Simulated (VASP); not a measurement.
Set up this calculation in VASP 6.6.1, as the native input.

```
Task                   : single point
Functional             : PBE
Potentials or basis    : VASP PAW PBE potentials, release 64 (B, As)
Cutoff                 : 520 eV
k mesh                 : 7 × 7 × 7
Occupations            : gaussian, width 0.01 eV
Spin                   : no spin polarisation
Dipole correction      : no
Further INCAR settings : ALGO = Normal; EDIFF = 1e-07; NBANDS = 11
```

The structure of BAs lies in POSCAR:

```
BAs
1.0
    0.0000000000      2.4121500529      2.4121500529
    2.4121500529      0.0000000000      2.4121500529
    2.4121500529      2.4121500529      0.0000000000
B As
1 1
Direct
    0.0000000000      0.0000000000      0.0000000000
    0.2500000000      0.2500000000      0.2500000000
```

One way to write it, as run:

INCAR

```
SYSTEM = BAs
  ALGO = Normal
  EDIFF = 1E-7
  ENCUT = 520
  GGA = PE
  ISIF = 2
  ISMEAR = 0
  LASPH = .True.
  LCHARG = .False.
  LREAL = .False.
  LWAVE = .False.
  NBANDS = 11
  NELM = 80
  PREC = Accurate
  SIGMA = 0.01
```

KPOINTS

```
k-points
0
Gamma
  7 7 7
  0 0 0
```

Potentials or basis: VASP PAW PBE potentials, release 64 (B, As).

Launch:

```bash
$ cat potpaw_PBE.64/B/POTCAR potpaw_PBE.64/As/POTCAR > POTCAR
$ mpirun -np 1 vasp_std > vasp.out
```

It gave:

The pressure is -0.6 GPa and the band gap on the k mesh is 1.23 eV, indirect (least direct gap 3.24 eV).

Wall time 6 s on 1 thread of AMD EPYC 7R13 Processor (Zen 3), with other jobs on the host, peak memory 0.12 GiB.
